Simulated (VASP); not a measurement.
The system is NaCr.

```
Na Cr
1.0
     2.95876    0.00000    0.00000
     0.00000    2.95876    0.00000
     0.00000    0.00000    3.87809
Na Cr
1 1
Direct
  0.50000 0.50000 0.50000
  0.00000 0.00000 0.00000
```

| Quantity | Value |
| --- | --- |
| Program | VASP 6.6.1 |
| Task | relaxation of cell and atoms |
| Functional | PBE |
| Potentials or basis | VASP PAW PBE potentials, release 64 (Na_pv, Cr_pv) |
| Cutoff | 600 eV |
| k mesh | 6 × 6 × 4 |
| Occupations | gaussian, width 0.1 eV |
| Spin | collinear spin, ferromagnetic start |
| Starting moments | [0.0, 4.3] μB |

At the start: pressure 17.5 GPa; volume 16.97 Å³/atom.

Problem. How do energy, volume and symmetry change on relaxing?

Solution. Over 12 steps the energy falls by 344.8 meV/atom and the volume is 24.41 Å³/atom (+43.8 %); space group P4/mmm (No. 123, to 0.1 Å) before and after; moment 4.79 μB per cell.

Step by step:
| step | energy change (eV) | largest force (eV/Å) | pressure (GPa) | volume (Å³) |
| --- | --- | --- | --- | --- |
| 1 | 0.0000 | 0.0000 | 17.53 | 33.95 |
| 2 | -0.5847 | 0.0000 | 3.22 | 43.91 |
| 3 | -0.6312 | 0.0000 | 0.73 | 47.54 |
| 4 | -0.6353 | 0.0000 | -0.05 | 48.97 |
| 5 | -0.6352 | 0.0000 | -0.22 | 49.31 |
| 6 | -0.6423 | 0.0000 | -0.22 | 49.24 |
| 7 | -0.6631 | 0.0000 | -0.17 | 48.97 |
| 8 | -0.6882 | 0.0000 | 0.27 | 48.21 |
| 9 | -0.6882 | 0.0000 | 0.48 | 47.97 |
| 10 | -0.6886 | 0.0000 | 0.39 | 48.07 |
| 11 | -0.6890 | 0.0000 | -0.26 | 49.38 |
| 12 | -0.6896 | 0.0000 | 0.02 | 48.82 |

Final structure:
```
CELL_PARAMETERS angstrom
3.10568 0.00000 0.00000
0.00000 3.10568 0.00000
0.00000 0.00000 5.06110
ATOMIC_POSITIONS crystal
Na 0.50000 0.50000 0.50000
Cr 0.00000 0.00000 0.00000
```

Caveat: the k points lie up to 0.34 Å⁻¹ apart in the final cell; the volume moved by over 15 % at a fixed basis, so the end points are rough.
